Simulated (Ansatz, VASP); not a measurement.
**Li2S: VASP beside Ansatz**

File INCAR:

```
SYSTEM = Li2S
ALGO = Normal ; EDIFF = 1E-6
ENCUT = 750 ; GGA = PS
GGA_COMPAT = .False. ; ISIF = 2
ISMEAR = 0 ; IVDW = 12
LASPH = .True. ; LCHARG = .False.
LREAL = .False. ; LWAVE = .False.
NBANDS = 13 ; NELM = 120
PREC = Accurate ; SIGMA = 0.01
```

The input KPOINTS:

```
k-points
0
Gamma
  6 6 6
  0 0 0
```

POSCAR

```
Li2S
1.0
    0.0000000000      2.8273105275      2.8273105275
    2.8273105275      0.0000000000      2.8273105275
    2.8273105275      2.8273105275      0.0000000000
Li S
2 1
Direct
    0.2500000000      0.2500000000      0.2500000000
    0.7500000000      0.7500000000      0.7500000000
    0.0000000000      0.0000000000      0.0000000000
```

Input for Ansatz:

```yaml
crystal:
  lattice:
    - [0.0, 2.8273105275, 2.8273105275]
    - [2.8273105275, 0.0, 2.8273105275]
    - [2.8273105275, 2.8273105275, 0.0]
  atoms:
    - { symbol: Li, position: [0.25, 0.25, 0.25] }
    - { symbol: Li, position: [0.75, 0.75, 0.75] }
    - { symbol: S, position: [0.0, 0.0, 0.0] }
kpoints:
  mp_grid: { grid: [6, 6, 6] }
scf:
  occupations: { method: fixed }
hamiltonian:
  xc: pbesol
  pseudopotentials: { kind: all_electron, lapw: { basis_error: 0.001 } }
  dispersion: d3bj
output:
  forces: true
  stress: true
  eigenvalues: true
  eigenstates:
    nscf_kmesh: { grid: [10, 10, 10] }
    de_dk: true
    e_range: [-9, 13.20372262278]
  optics:
    e_range: [0, 30]
    de: 0.2
    sigma: 0.2
    bands: { spectra_wanted_up_to: 30 }
    nscf_kmesh: { grid: [10, 10, 10] }
checkpoint:
  write: ck
  write_wavefunctions: false
```

Alike in both runs: task single point; functional PBEsol; dispersion D3(BJ); k mesh 6 × 6 × 6; no spin polarisation.

|  | VASP | Ansatz |
| --- | --- | --- |
| version | VASP 6.6.1 | Ansatz 0.2.0 |
| potentials or method | VASP PAW PBE potentials, release 64 (Li_sv, S), cutoff 750 eV | all-electron LAPW, scalar-relativistic |
| occupations | gaussian, width 0.01 eV | fixed |

```csv
,VASP,Ansatz,Ansatz less VASP
gap on the k mesh at the Fermi level (eV),3.20,3.20,+0.001
pressure (GPa),-2.5,-2.5,+0.02
```

VASP's potentials were made for PBE, not for PBEsol. Ansatz ran all-electron here, and VASP with PAW potentials.
